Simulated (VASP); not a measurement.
## Ta4N: single point with PBE

The system is Ta4N, a slab with vacuum.

```xyz
5
Lattice="3.3190 0.0000 0.0000 0.0000 3.3190 0.0000 0.0000 0.0000 20.2997" Properties=species:S:1:pos:R:3 pbc="T T T"
Ta    1.6595    1.6595    4.0000
Ta    0.0000    0.0000    5.6595
Ta    1.6595    1.6595    7.3061
Ta    0.0000    0.0000    8.7997
N     0.8297    0.8297   10.1335
```

```json
{
 "Program": "VASP 6.6.1",
 "Task": "single point",
 "Functional": "PBE",
 "Potentials or basis": "VASP PAW PBE potentials, release 64 (Ta_pv, N)",
 "Cutoff": "520 eV",
 "k mesh": "8 × 8 × 1",
 "Occupations": "gaussian, width 0.1 eV",
 "Spin": "no spin polarisation"
}
```

```
Largest force : 2.829 eV/Å
```

Forces on the atoms (eV/Å):
```
Ta   0.127  0.127  1.304
Ta   0.024  0.024 -1.199
Ta  -0.513 -0.513 -1.945
Ta  -1.633 -1.633  1.620
N    1.995  1.995  0.220
```

Levels at points of the mesh, in eV from the Fermi level:
| k point | band 23 | band 24 | band 25 | band 26 | band 27 | band 28 |
| --- | --- | --- | --- | --- | --- | --- |
| (0.00, 0.00, 0.00) | 0.23 | 0.32 | 0.38 | 0.55 | 0.80 | 1.08 |
| (0.50, 0.00, 0.00) | -0.81 | -0.47 | 0.22 | 0.51 | 0.69 | 1.09 |
| (0.50, 0.50, 0.00) | -1.09 | -0.17 | -0.08 | 0.54 | 2.02 | 2.06 |

It took 3.1 min on 1 thread of Intel(R) Xeon(R) 6975P-C (Granite Rapids), on a shared host, peak memory 0.4 GiB.

Caveat: spin-orbit coupling is left out, which moves the levels of the heavy elements.
